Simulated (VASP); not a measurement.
Set up this calculation in VASP 6.6.1, as the native input.

```
Task                   : single point
Functional             : LDA
Potentials or basis    : VASP PAW LDA potentials, release 64 (Sc_sv, Zn)
Cutoff                 : 520 eV
k mesh                 : 7 × 7 × 7
Occupations            : fermi-dirac, width 0.15 eV
Spin                   : no spin polarisation
Dipole correction      : no
Further INCAR settings : ALGO = Normal; EDIFF = 1e-07; NBANDS = 18
```

The structure of ScZn lies in POSCAR:

```
ScZn
1.0
    3.3940840028      0.0000000000      0.0000000000
    0.0000000000      3.3940840028      0.0000000000
    0.0000000000      0.0000000000      3.3940840028
Sc Zn
1 1
Direct
    0.0000000000      0.0000000000      0.0000000000
    0.5000000000      0.5000000000      0.5000000000
```

The input as run:

INCAR

```
SYSTEM = ScZn
  ALGO = Normal
  EDIFF = 1E-7
  ENCUT = 520
  ISIF = 2
  ISMEAR = -1
  LASPH = .True.
  LCHARG = .True.
  LELF = .True.
  LREAL = .False.
  LVHAR = .True.
  LWAVE = .False.
  NBANDS = 18
  NELM = 60
  PREC = Accurate
  SIGMA = 0.15
```

KPOINTS

```
k-points
0
Gamma
  7 7 7
  0 0 0
```

Potentials or basis: VASP PAW LDA potentials, release 64 (Sc_sv, Zn).

Command:

```bash
$ cat potpaw_LDA.64/Sc_sv/POTCAR potpaw_LDA.64/Zn/POTCAR > POTCAR
$ mpirun -np 1 vasp_std > vasp.out
```

It gave:

```yaml
Pressure: -8.4 GPa
Band_gap_on_the_k_mesh: zero (an odd number of electrons rules out a gap without spin polarisation)
```

Caveat: the cell stands under tension.

Wall time 34 s on 1 thread of AMD EPYC 7R13, with other jobs on the host, peak memory 0.12 GiB.
